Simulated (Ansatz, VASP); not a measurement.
Y: VASP beside Ansatz

```xyz
4
Lattice="3.6425 0.0000 0.0000 -1.8213 3.1545 0.0000 0.0000 0.0000 11.8441" Properties=species:S:1:pos:R:3 pbc="T T T"
Y     1.8213    1.0515    8.8831
Y     0.0000    0.0000    5.9221
Y     0.0000    2.1030    2.9610
Y     0.0000    0.0000    0.0000
```

Alike in both runs: functional LDA; k mesh 8 × 8 × 3; occupations fermi-dirac, width 0.05 eV; no spin polarisation.

|  | VASP | Ansatz |
| --- | --- | --- |
| version | VASP 6.6.1 | Ansatz 0.2.0 |
| potentials or method | VASP PAW LDA potentials, release 64 (Y_sv), cutoff 520 eV | all-electron LAPW, scalar-relativistic |
| task | single point | band structure |

```csv
,VASP,Ansatz,Ansatz less VASP
gap on the k mesh at the Fermi level (eV),none,none,-
pressure (GPa),-5.3,-5.2,+0.09
"traceless stress, the component that is largest in VASP (GPa)",-0.33,-0.34,-0.005
```

LDA's correlation is that of Perdew and Zunger in VASP and of Perdew and Wang (1992) in Ansatz. A gap of «none» marks a metal or a gap that the smearing closes. Ansatz ran all-electron here, and VASP with PAW potentials.
